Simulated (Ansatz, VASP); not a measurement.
## Two plane-wave programs on Sr

Contents of INCAR:

```
PREC = Accurate
ENCUT = 520
EDIFF = 1E-6
ISMEAR = 0
SIGMA = 0.15
LREAL = False
LASPH = True
NELM = 80
ALGO = Fast
ISIF = 2
LWAVE = False
LCHARG = False
GGA = CA
NBANDS = 11
```

File KPOINTS:

```
Automatic mesh
0
Gamma
  14 14 14
```

File POSCAR:

```
Sr
1.0
   -2.4250000000      2.3340625000      2.4250000000
    2.4250000000     -2.3340625000      2.4250000000
    2.4250000000      2.3340625000     -2.4250000000
Sr
1
Direct
    0.0000000000      0.0000000000      0.0000000000
```

Input for Ansatz:

```yaml
crystal:
  lattice:
    - [-2.425, 2.3340625, 2.425]
    - [2.425, -2.3340625, 2.425]
    - [2.425, 2.3340625, -2.425]
  atoms:
    - { symbol: Sr, position: [0.0, 0.0, 0.0] }
basis:
  ecutwfc: 420
kpoints:
  mp_grid: { grid: [14, 14, 14] }
hamiltonian:
  xc: lda
scf:
  occupations: { method: gaussian, width: 0.15 }
output:
  forces: true
  stress: true
  eigenvalues: true
```

Change from the starting cell: strain -0.0375 x Voigt [0, 1, 0, 0, 0, 0], atoms carried along.

Alike in both runs: task single point; functional LDA; k mesh 14 × 14 × 14; occupations gaussian, width 0.15 eV; no spin polarisation.

|  | VASP | Ansatz |
| --- | --- | --- |
| version | VASP 6.6.1 | Ansatz 0.2.0 |
| potentials or method | VASP PAW LDA potentials, release 64 (Sr_sv), cutoff 520 eV | scalar-relativistic, plane waves, PAW |
| valence electrons in the cell | 10 | 10 |

Ansatz gave:

- gap on the k mesh at the Fermi level (eV): none
- pressure (GPa): -1.5
- traceless stress, the component that is largest in VASP (GPa): 0.07

Question: Which values does VASP return?

Answer: gap on the k mesh at the Fermi level (eV): none; pressure (GPa): -1.5; traceless stress, the component that is largest in VASP (GPa): 0.08.

LDA's correlation is that of Perdew and Zunger in VASP and of Perdew and Wang (1992) in Ansatz. A gap of «none» marks a metal or a gap that the smearing closes.
